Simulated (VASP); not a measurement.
# InP (Fm-3m) in VASP: notebook, part 2 of 2

VASP 6.6.1. Earlier steps stand in the parts before.

**4. Relaxation of cell and atoms, PBE, target pressure -1 GPa, at which the enthalpy is minimised**

Input file INCAR:

```
SYSTEM = InP
PREC = Accurate
ENCUT = 500
EDIFF = 1E-7
ISMEAR = -1
SIGMA = 0.15
LREAL = .False.
LASPH = .True.
NELM = 120
ALGO = Normal
ISIF = 3
LWAVE = .False.
LCHARG = .False.
GGA = PE
IBRION = 2
NSW = 80
EDIFFG = -0.001
PSTRESS = -10.0
GGA_COMPAT = .False.
NELMIN = 4
```

Input file KPOINTS:

```
Automatic mesh
0
Gamma
  14 14 14
  0 0 0
```

Input file POSCAR:

```
InP
1.0
    0.0000000000      2.7719816220      2.7719816220
    2.7719816220      0.0000000000      2.7719816220
    2.7719816220      2.7719816220      0.0000000000
In P
1 1
Direct
    0.0000000000      0.0000000000      0.0000000000
    0.5000000000      0.5000000000      0.5000000000
```

Potentials or basis: VASP PAW PBE potentials, release 64 (In_d, P).

Run with:

```sh
$ cat potpaw_PBE.64/In_d/POTCAR potpaw_PBE.64/P/POTCAR > POTCAR
$ mpirun -np 1 vasp_std > vasp.out
```

OUTCAR:

```text
SYSTEM = InP
   PREC = Accurate
   ENCUT = 500
   EDIFF = 1E-7
   ISMEAR = -1
   LREAL = .False.
   LASPH = .True.
   NELM = 120
   ISIF = 3
   GGA = PE
   IBRION = 2
   NSW = 80
   EDIFFG = -0.001
   PSTRESS = -10.0
   NELMIN = 4

 ion  position               nearest neighbor table
   1  0.000  0.000  0.000-   2 2.77   2 2.77   2 2.77   2 2.77   2 2.77   2 2.77
   2  0.500  0.500  0.500-   1 2.77   1 2.77   1 2.77   1 2.77   1 2.77   1 2.77

  LATTYP: Found a face centered cubic cell.
 ALAT       =     5.5439632440

  Lattice vectors:

 A1 = (   0.0000000000,   2.7719816220,   2.7719816220)
 A2 = (   2.7719816220,   0.0000000000,   2.7719816220)
 A3 = (   2.7719816220,   2.7719816220,   0.0000000000)

Analysis of symmetry for initial positions (statically):
=====================================================================
 Subroutine PRICEL returns:
 Original cell was already a primitive cell.

 Routine SETGRP: Setting up the symmetry group for a
 face centered cubic supercell.

 Subroutine GETGRP returns: Found 48 space group operations
[... 9 lines left out ...]

 Routine SETGRP: Setting up the symmetry group for a
 face centered cubic supercell.

 Subroutine GETGRP returns: Found 48 space group operations
[... 11 lines left out ...]
                                     Primitive cell

  volume of cell :      42.5992

  direct lattice vectors                    reciprocal lattice vectors
     0.000000000  2.771981622  2.771981622    -0.180376376  0.180376376  0.180376376
     2.771981622  0.000000000  2.771981622     0.180376376 -0.180376376  0.180376376
     2.771981622  2.771981622  0.000000000     0.180376376  0.180376376 -0.180376376

  length of vectors
     3.920174004  3.920174004  3.920174004     0.312421048  0.312421048  0.312421048

  position of ions in fractional coordinates (direct lattice)
     0.000000000  0.000000000  0.000000000
     0.500000000  0.500000000  0.500000000

  ion indices of the primitive-cell ions
   primitive index   ion index
[... 109 lines left out ...]
 maximum number of plane-waves:      1106
 NGX is ok and might be reduce to    30
   NGX = 15   NGY = 15   NGZ = 15

--------------------------------------- Ionic step        1  -------------------------------------------

 number of electron      18.0000009 magnetization

 Free energy of the ion-electron system (eV)
  ---------------------------------------------------
  ext. energy  EPLUGINS =         0.00000000
  ---------------------------------------------------
  free energy    TOTEN  =        -7.95436843 eV

  energy without entropy =       -7.88348802  energy(sigma->0) =       -7.91892823

------------------------ aborting loop because EDIFF is reached ----------------------------------------

  FORCE on cell =-STRESS in cart. coord.  units (eV):
  Direction    XX          YY          ZZ          XY          YZ          ZX
  --------------------------------------------------------------------------------------
  -------------------------------------------------------------------------------------
  Total       -0.0087720     -0.0087720     -0.0087720     -0.0000000      0.0000000     -0.0000000
  in kB       -0.3299179     -0.3299179     -0.3299179     -0.0000000      0.0000000     -0.0000000
  external PRESSURE =       9.6700821 kB  Pullay stress =     -10.0000000 kB
[... 63 lines left out ...]
--------------------------------------- Ionic step        3  -------------------------------------------

 number of electron      18.0000007 magnetization

 Free energy of the ion-electron system (eV)
  ---------------------------------------------------
  ext. energy  EPLUGINS =         0.00000000
  ---------------------------------------------------
  free energy    TOTEN  =        -7.95242839 eV

  energy without entropy =       -7.88040795  energy(sigma->0) =       -7.91641817

 E-fermi :   6.8570     XC(G=0): -10.3163

 val. band max:        6.8552506201   @ k =  -0.1429   0.0714   0.0000
 cond. band min:       6.9120939799   @ k =  -0.4286   0.0714   0.0000
 fundamental gap:      0.0568433599
 Fermi energy:         6.8569885850

 k-point     1 :       0.0000    0.0000    0.0000
  band No.  band energies     occupation
      1      -7.3619      2.00000
      2      -7.3619      2.00000
      3      -7.3432      2.00000
      4      -7.3432      2.00000
      5      -7.3432      2.00000
      6      -5.0575      2.00000
      7       6.5570      1.76157
      8       6.5570      1.76157
      9       6.5570      1.76157
     10       7.2149      0.16848
     11      13.9253      0.00000
     12      13.9253      0.00000
     13      13.9253      0.00000
[... 354 lines left out ...]
  band No.  band energies     occupation
      1      -7.4361      2.00000
      2      -7.3637      2.00000
      3      -7.3548      2.00000
      4      -7.3061      2.00000
      5      -7.2934      2.00000
      6      -4.1415      2.00000
      7       3.0836      2.00000
      8       5.8685      1.99726
      9       6.1378      1.98358
     10       9.0850      0.00000
     11      11.3059      0.00000
     12      12.4622      0.00000
     13      13.2374      0.00000

 [... further k-points ...]

------------------------ aborting loop because EDIFF is reached ----------------------------------------

  FORCE on cell =-STRESS in cart. coord.  units (eV):
  Direction    XX          YY          ZZ          XY          YZ          ZX
  --------------------------------------------------------------------------------------
  -------------------------------------------------------------------------------------
  Total       -0.2689717     -0.2689717     -0.2689717      0.0000000      0.0000000      0.0000000
  in kB       -9.9765569     -9.9765569     -9.9765569      0.0000000      0.0000000      0.0000000
  external PRESSURE =       0.0234431 kB  Pullay stress =     -10.0000000 kB
[... 21 lines left out ...]
  energy  without entropy=       -7.8804079477  energy(sigma->0) =       -7.91641817

  enthalpy is  TOTEN    =        -8.2220321502 eV   P V=       -0.2696037563

 reached required accuracy - stopping structural energy minimisation
```

OSZICAR:

```text
N       E                     dE             d eps       ncg     rms          rms(c)
DAV:   1     0.107811726087E+03    0.10781E+03   -0.85782E+03  2735   0.159E+03
DAV:   2    -0.145498025945E+01   -0.10927E+03   -0.10603E+03  2869   0.330E+02
DAV:   3    -0.807515285789E+01   -0.66202E+01   -0.64566E+01  3514   0.840E+01
[... 27 lines left out ...]
DAV:   4    -0.795242544153E+01    0.60078E-07   -0.50063E-05  2829   0.747E-02    0.465E-02
DAV:   5    -0.795242619414E+01   -0.75260E-06   -0.61077E-06  3579   0.280E-02    0.174E-02
DAV:   6    -0.795242927641E+01   -0.30823E-05   -0.22231E-06  4080   0.174E-02    0.435E-03
DAV:   7    -0.795242848905E+01    0.78736E-06   -0.22192E-07  2852   0.531E-03    0.956E-04
DAV:   8    -0.795242839393E+01    0.95117E-07   -0.12088E-08  1462   0.184E-03
   3 F= -.82220322E+01 E0= -.81860219E+01  d E =-.178079E-02
```

CONTCAR:

```text
InP
   1.00000000000000
     0.0000000000000000    2.7848523557673026    2.7848523557673026
     2.7848523557673026    0.0000000000000000    2.7848523557673026
     2.7848523557673026    2.7848523557673026   -0.0000000000000000
  In              P
     1     1
Direct
     0.0000000000000000    0.0000000000000000    0.0000000000000000
     0.5000000000000000    0.5000000000000000    0.5000000000000000

  0.00000000E+00  0.00000000E+00  0.00000000E+00
  0.00000000E+00  0.00000000E+00  0.00000000E+00
```

Run time: 3.7 min. Hardware: 1 thread of AMD EPYC 7R13, shared host; peak memory 0.18 GiB.

What came out:

```
Free energy                                            : -7.9524 eV
Relaxed volume                                         : 21.60 Å³/atom
Relaxed cell                                           : a = 3.938 Å, b = 3.938 Å, c = 3.938 Å, α = 60.00°, β = 60.00°, γ = 60.00°
Space group after relaxing (to 0.05 Å)                 : Fm-3m (No. 225)
Energy change on relaxing (the enthalpy is what falls) : +1.0 meV/atom
Ionic steps                                            : 3
Pressure after relaxing                                : -1.0 GPa
Band gap on the k mesh                                 : zero (band 9 reaches 7.12 eV, above the bottom of band 10 at 4.55 eV)
```

Step by step:
| step | energy change (eV) | largest force (eV/Å) | pressure (GPa) | volume (Å³) |
| --- | --- | --- | --- | --- |
| 1 | 0.0000 | 0.0000 | -0.03 | 42.60 |
| 2 | 0.0034 | 0.0000 | -1.31 | 43.40 |
| 3 | 0.0019 | 0.0000 | -1.00 | 43.20 |

Final structure:
```yaml
crystal:
  lattice:
    - [0.00000, 2.78485, 2.78485]
    - [2.78485, 0.00000, 2.78485]
    - [2.78485, 2.78485, 0.00000]
  atoms:
    - { symbol: In, position: [0.00000, 0.00000, 0.00000] }
    - { symbol: P, position: [0.50000, 0.50000, 0.50000] }
```

Levels at points of the mesh, in eV from the Fermi level:
```csv
k point,band 5,band 6,band 7,band 8,band 9,band 10,band 11,band 12,band 13
"(0.00, 0.00, 0.00)",-14.20,-11.91,-0.30,-0.30,-0.30,0.36,7.07,7.07,7.07
"(0.50, 0.00, 0.00)",-14.12,-9.90,-6.57,0.11,0.11,2.45,3.39,3.39,5.03
"(0.50, 0.50, 0.00)",-14.09,-8.85,-4.87,-2.55,-2.31,-2.31,3.85,9.69,9.69
```

Caveat: the cell is relaxed towards a set pressure, so the enthalpy falls and the energy may rise; spin-orbit coupling is left out, which moves the levels of the heavy elements. Zero-point motion and thermal expansion aren't in these numbers.

**5. Single point, PBE**

Input file INCAR:

```
SYSTEM = InP
PREC     = Accurate       ! precision mode
ENCUT    = 520            ! plane-wave cutoff, eV
EDIFF    = 1E-6           ! SCF threshold, eV
ISMEAR   = 0              ! smearing method
SIGMA    = 0.1            ! smearing width, eV
LREAL    = .False.        ! projectors in reciprocal space
LASPH    = .True.         ! aspherical terms in the spheres
NELM     = 60             ! most SCF steps
ALGO     = Normal         ! electronic algorithm
ISIF     = 2              ! what is computed and relaxed
LWAVE    = .False.        ! write WAVECAR
LCHARG   = .False.        ! write CHGCAR
GGA      = PE             ! functional
ISYM     = 0            
NBANDS   = 16             ! bands
```

Input file KPOINTS:

```
regular mesh
0
Gamma
  9 9 11
  0 0 0
```

Input file POSCAR:

```
InP
1.0
    3.9175984297      0.0000000000      0.0000000000
   -1.9587992148      3.3927397619      0.0000000000
    1.9587992148      1.1309132540      3.1987057233
In P
1 1
Direct
    0.0000000000      0.0000000000      0.0000000000
    0.0000000000      0.5000000000      0.5000000000
```

Run with:

```sh
$ cat potpaw_PBE.64/In_d/POTCAR potpaw_PBE.64/P/POTCAR > POTCAR
$ mpirun -np 1 vasp_std > vasp.out
```

It took 1.9 min on 1 thread of Intel Xeon 6975P-C (Granite Rapids), shared host; peak memory 0.41 GiB.

The run converged. Its results:

- Free energy: -7.9244 eV
- Pressure: -0.1 GPa
- Band gap on the k mesh: zero (band 9 reaches 7.32 eV, above the bottom of band 10 at 4.74 eV)

Levels at points of the mesh, in eV from the Fermi level:
```csv
k point,band 5,band 6,band 7,band 8,band 9,band 10,band 11,band 12,band 13,band 14
"(0.00, 0.00, 0.00)",-14.21,-12.02,-0.30,-0.30,-0.30,0.50,7.08,7.08,7.09,8.45
```

Caveat: spin-orbit coupling is left out, which moves the levels of the heavy elements.

**6. Relaxation of cell and atoms, PBE**

This run uses another cell than the first one, of 21.22 Å³/atom, 0.996 times its volume.

Input file INCAR:

```
SYSTEM = InP
PREC = Accurate ; ENCUT = 600
EDIFF = 1E-7 ; ISMEAR = 0
SIGMA = 0.1 ; LREAL = .False.
LASPH = .True. ; NELM = 80
ALGO = Normal ; ISIF = 3
LWAVE = .False. ; LCHARG = .False.
GGA = PE ; IBRION = 2
NSW = 100 ; EDIFFG = -0.005
```

Input file KPOINTS:

```
Automatic mesh
0
Gamma
  14 14 14
  0 0 0
```

Input file POSCAR:

```
InP
1.0
    0.0000000000      2.7684979508      2.7684979508
    2.7684979508      0.0000000000      2.7684979508
    2.7684979508      2.7684979508      0.0000000000
In P
1 1
Direct
    0.0000000000      0.0000000000      0.0000000000
    0.5000000000      0.5000000000      0.5000000000
```

Potentials or basis: VASP PAW PBE potentials, release 64 (In_d, P).

Run with:

```sh
$ cat potpaw_PBE.64/In_d/POTCAR potpaw_PBE.64/P/POTCAR > POTCAR
$ mpirun -np 1 vasp_std > vasp.out
```

OUTCAR:

```text
SYSTEM = InP
   PREC = Accurate
   ENCUT = 600
   EDIFF = 1E-7
   ISMEAR = 0
   LREAL = .False.
   LASPH = .True.
   NELM = 80
   ISIF = 3
   GGA = PE
   IBRION = 2
   NSW = 100
   EDIFFG = -0.005

 ion  position               nearest neighbor table
   1  0.000  0.000  0.000-   2 2.77   2 2.77   2 2.77   2 2.77   2 2.77   2 2.77
   2  0.500  0.500  0.500-   1 2.77   1 2.77   1 2.77   1 2.77   1 2.77   1 2.77

  LATTYP: Found a face centered cubic cell.
 ALAT       =     5.5369959016

  Lattice vectors:

 A1 = (   0.0000000000,   2.7684979508,   2.7684979508)
 A2 = (   2.7684979508,   0.0000000000,   2.7684979508)
 A3 = (   2.7684979508,   2.7684979508,   0.0000000000)

Analysis of symmetry for initial positions (statically):
=====================================================================
 Subroutine PRICEL returns:
 Original cell was already a primitive cell.

 Routine SETGRP: Setting up the symmetry group for a
 face centered cubic supercell.

 Subroutine GETGRP returns: Found 48 space group operations
[... 9 lines left out ...]

 Routine SETGRP: Setting up the symmetry group for a
 face centered cubic supercell.

 Subroutine GETGRP returns: Found 48 space group operations
[... 11 lines left out ...]
                                     Primitive cell

  volume of cell :      42.4388

  direct lattice vectors                    reciprocal lattice vectors
     0.000000000  2.768497951  2.768497951    -0.180603348  0.180603348  0.180603348
     2.768497951  0.000000000  2.768497951     0.180603348 -0.180603348  0.180603348
     2.768497951  2.768497951  0.000000000     0.180603348  0.180603348 -0.180603348

  length of vectors
     3.915247349  3.915247349  3.915247349     0.312814175  0.312814175  0.312814175

  position of ions in fractional coordinates (direct lattice)
     0.000000000  0.000000000  0.000000000
     0.500000000  0.500000000  0.500000000

  ion indices of the primitive-cell ions
   primitive index   ion index
                 1           1
                 2           2

[... 113 lines left out ...]

 Free energy of the ion-electron system (eV)
  ---------------------------------------------------
  ext. energy  EPLUGINS =         0.00000000
  ---------------------------------------------------
  free energy    TOTEN  =        -7.91811255 eV

  energy without entropy =       -7.91159871  energy(sigma->0) =       -7.91485563

------------------------ aborting loop because EDIFF is reached ----------------------------------------

  FORCE on cell =-STRESS in cart. coord.  units (eV):
  Direction    XX          YY          ZZ          XY          YZ          ZX
  --------------------------------------------------------------------------------------
  -------------------------------------------------------------------------------------
  Total        0.0384571      0.0384571      0.0384571      0.0000000      0.0000000      0.0000000
  in kB        1.4518611      1.4518611      1.4518611      0.0000000      0.0000000      0.0000000
  external PRESSURE =       1.4518611 kB  Pullay stress =       0.0000000 kB
[... 59 lines left out ...]
--------------------------------------- Ionic step        3  -------------------------------------------

 number of electron      17.9999998 magnetization

 Free energy of the ion-electron system (eV)
  ---------------------------------------------------
  ext. energy  EPLUGINS =         0.00000000
  ---------------------------------------------------
  free energy    TOTEN  =        -7.91814733 eV

  energy without entropy =       -7.91162177  energy(sigma->0) =       -7.91488455

 E-fermi :   6.9817     XC(G=0): -10.3897

 val. band max:        6.9697390432   @ k =   0.5000   0.3571   0.0714
 cond. band min:       6.9902910707   @ k =  -0.3571   0.1429   0.0000
 fundamental gap:      0.0205520275
 Fermi energy:         6.9817010686

 k-point     1 :       0.0000    0.0000    0.0000
  band No.  band energies     occupation
      1      -7.1896      2.00000
      2      -7.1896      2.00000
      3      -7.1697      2.00000
      4      -7.1697      2.00000
      5      -7.1697      2.00000
      6      -4.9831      2.00000
      7       6.7353      1.99951
      8       6.7353      1.99951
      9       6.7353      1.99951
     10       7.5308      0.00000
     11      14.1195      0.00000
     12      14.1195      0.00000
     13      14.1195      0.00000
[... 354 lines left out ...]
  band No.  band energies     occupation
      1      -7.2688      2.00000
      2      -7.1916      2.00000
      3      -7.1822      2.00000
      4      -7.1307      2.00000
      5      -7.1171      2.00000
      6      -4.0470      2.00000
      7       3.2575      2.00000
      8       6.0334      2.00000
      9       6.3160      2.00000
     10       9.3155      0.00000
     11      11.5467      0.00000
     12      12.6709      0.00000
     13      13.4691      0.00000

 [... further k-points ...]

------------------------ aborting loop because EDIFF is reached ----------------------------------------

  FORCE on cell =-STRESS in cart. coord.  units (eV):
  Direction    XX          YY          ZZ          XY          YZ          ZX
  --------------------------------------------------------------------------------------
  -------------------------------------------------------------------------------------
  Total        0.0017309      0.0017309      0.0017309     -0.0000000     -0.0000000      0.0000000
  in kB        0.0652259      0.0652259      0.0652259     -0.0000000     -0.0000000      0.0000000
  external PRESSURE =       0.0652259 kB  Pullay stress =       0.0000000 kB
[... 17 lines left out ...]
  FREE ENERGIE OF THE ION-ELECTRON SYSTEM (eV)
  ---------------------------------------------------
  free  energy   TOTEN  =        -7.9181473270 eV

  energy  without entropy=       -7.9116217672  energy(sigma->0) =       -7.91488455

 reached required accuracy - stopping structural energy minimisation
```

OSZICAR:

```text
N       E                     dE             d eps       ncg     rms          rms(c)
DAV:   1     0.116233325167E+03    0.11623E+03   -0.95729E+03  2747   0.181E+03
DAV:   2    -0.383513648648E+00   -0.11662E+03   -0.11298E+03  2854   0.360E+02
DAV:   3    -0.801836795544E+01   -0.76349E+01   -0.74372E+01  3547   0.915E+01
[... 26 lines left out ...]
DAV:   4    -0.791814591496E+01   -0.56016E-06   -0.19996E-06  2884   0.152E-02    0.929E-03
DAV:   5    -0.791814686750E+01   -0.95254E-06   -0.22986E-07  2876   0.568E-03    0.329E-03
DAV:   6    -0.791814751203E+01   -0.64452E-06   -0.90927E-08  2007   0.379E-03    0.950E-04
DAV:   7    -0.791814736675E+01    0.14527E-06   -0.23316E-08  1457   0.323E-03    0.258E-04
DAV:   8    -0.791814732696E+01    0.39789E-07   -0.87376E-09  1457   0.160E-03
   3 F= -.79181473E+01 E0= -.79148845E+01  d E =-.347774E-04
```

Wall time 43 s (1 thread of Intel Xeon 6975P-C (Granite Rapids), shared host); peak memory 0.24 GiB.

What came out:

* Free energy: -7.9181 eV
* Relaxed volume: 21.26 Å³/atom
* Relaxed cell: a = 3.918 Å, b = 3.918 Å, c = 3.918 Å, α = 60.00°, β = 60.00°, γ = 60.00°
* Space group after relaxing (to 0.05 Å): Fm-3m (No. 225)
* Energy gained by relaxing: 0.0 meV/atom
* Ionic steps: 3
* Pressure after relaxing: 0.0 GPa
* Band gap on the k mesh: zero (band 9 reaches 7.32 eV, above the bottom of band 10 at 4.69 eV)

Final structure:
```
CELL_PARAMETERS angstrom
0.00000 2.77022 2.77022
2.77022 0.00000 2.77022
2.77022 2.77022 0.00000
ATOMIC_POSITIONS crystal
In 0.00000 0.00000 0.00000
P 0.50000 0.50000 0.50000
```

Caveat: spin-orbit coupling is left out, which moves the levels of the heavy elements.

**7. Overview**

| task | cell | k mesh | cutoff (eV) | smearing | gap on the mesh (eV) | pressure (GPa) |
| --- | --- | --- | --- | --- | --- | --- |
| relaxation of cell and atoms | relaxed to 9 GPa from a = 3.920 Å, angles 60.0°, 2 atoms | 14 × 14 × 14 | 600 | fermi-dirac 0.15 eV | none | 9.0 |
| single point | a = 3.939 Å, angles 60.0°, 2 atoms | 14 × 14 × 14 | 500 | fermi-dirac 0.15 eV | none | -1.1 |
| relaxation of cell and atoms | relaxed to -1 GPa from a = 3.920 Å, angles 60.0°, 2 atoms | 14 × 14 × 14 | 500 | fermi-dirac 0.15 eV | none | -1.0 |
| single point | a = 3.918 Å, angles 90.0, 60.0, 120.0°, 2 atoms | 9 × 9 × 11 | 520 | gaussian 0.1 eV | none | -0.1 |
| relaxation of cell and atoms | relaxed from a = 3.915 Å, angles 60.0°, 2 atoms | 14 × 14 × 14 | 600 | gaussian 0.1 eV | none | 0.0 |

Alike in all rows: level PBE; potentials or basis VASP PAW PBE potentials, release 64 (In_d, P); no spin polarisation.

Caveats: spin-orbit coupling is left out, which moves the levels of the heavy elements; the cell is relaxed towards a set pressure, so the enthalpy falls and the energy may rise (some runs).

Total energies depend on the potentials used, so only differences within one code and one set of settings carry meaning.
